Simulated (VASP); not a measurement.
InGaAs2, 4 atoms in the cell. It takes space group P-4m2 (No. 115, tetragonal). Conventional cell: a = 4.164 Å, b = 4.164 Å, c = 5.863 Å, α = 90.00°, β = 90.00°, γ = 90.00°. In (site symmetry -4m2) has 4 As at 2.61 Å within 3.4 Å. Ga (site symmetry -4m2) has 4 As at 2.48 Å within 3.3 Å. Within 3.3 Å of As (site symmetry 2mm) lie 2 Ga at 2.48 Å and 2 In at 2.61 Å.  This cell differs from its parent crystal: uniaxial strain along c: -1.0 %.

| Quantity | Value |
| --- | --- |
| Program | VASP 6.6.1 |
| Task | single point |
| Functional | r2SCAN |
| Potentials or basis | VASP PAW PBE potentials, release 64 (In_d, Ga_d, As) |
| Cutoff | 520 eV |
| k mesh | 8 × 8 × 6 |
| Occupations | gaussian, width 0.01 eV |
| Spin | no spin polarisation |
| Dipole correction | no |
| Further INCAR settings | ALGO = Normal; EDIFF = 1e-06; NBANDS = 26 |

Potentials or basis: VASP PAW PBE potentials, release 64 (In_d, Ga_d, As).

Command:

```sh
$ cat potpaw_PBE.64/In_d/POTCAR potpaw_PBE.64/Ga_d/POTCAR potpaw_PBE.64/As/POTCAR > POTCAR
$ cp INCAR.step1 INCAR
$ mpirun -np 1 vasp_std > vasp.out
$ cp INCAR.step2 INCAR
$ mpirun -np 1 vasp_std > vasp.out
```

Hardware: 1 thread of Intel Xeon 8259CL, on a shared host.

Problem. How long does it take, and how much memory?

Solution. Wall time 13 min on 1 thread of Intel Xeon 8259CL, on a shared host, peak memory 0.34 GiB. Counts: k points 60.
